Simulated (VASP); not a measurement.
CsCu, 2 atoms in the cell. Symmetry: P-6m2, No. 187, hexagonal system. The conventional cell has a = 5.053 Å, b = 5.053 Å, c = 4.572 Å, α = 90.00°, β = 90.00°, γ = 120.00°. Within 5.1 Å of Cs (site symmetry -6m2) lie 6 Cu at 3.71 Å and 8 Cs at 4.57 to 5.05 Å. Cu (site symmetry -6m2) has 6 Cs at 3.71 Å and 8 Cu at 4.57 to 5.05 Å within 5.1 Å. The cell was built from a structure type or drawn by symmetry, and may not be a known phase.

| Quantity | Value |
| --- | --- |
| Program | VASP 6.6.1 |
| Task | relaxation of cell and atoms |
| Functional | PBE |
| Potentials or basis | VASP PAW PBE potentials, release 64 (Cs_sv, Cu) |
| Cutoff | 600 eV |
| k mesh | 6 × 6 × 6 |
| Occupations | gaussian, width 0.02 eV |
| Spin | no spin polarisation |
| Dipole correction | no |
| Further INCAR settings | ALGO = Normal; EDIFF = 1e-06; IBRION = 2; EDIFFG = -0.01; NSW = 100; ISIF = 3 |

Potentials or basis: VASP PAW PBE potentials, release 64 (Cs_sv, Cu).

Launch:

```console
$ cat potpaw_PBE.64/Cs_sv/POTCAR potpaw_PBE.64/Cu/POTCAR > POTCAR
$ mpirun -np 1 vasp_std > vasp.out
```

Hardware: 1 thread of Intel(R) Xeon(R) 6975P-C (Granite Rapids) (shared host).

Task: How long does it take, and how much memory?

Result: Wall time 57 s on 1 thread of Intel(R) Xeon(R) 6975P-C (Granite Rapids), with other jobs on the host, peak memory 0.27 GiB. Counts: scf iterations 29, k points 28, ion steps 3.
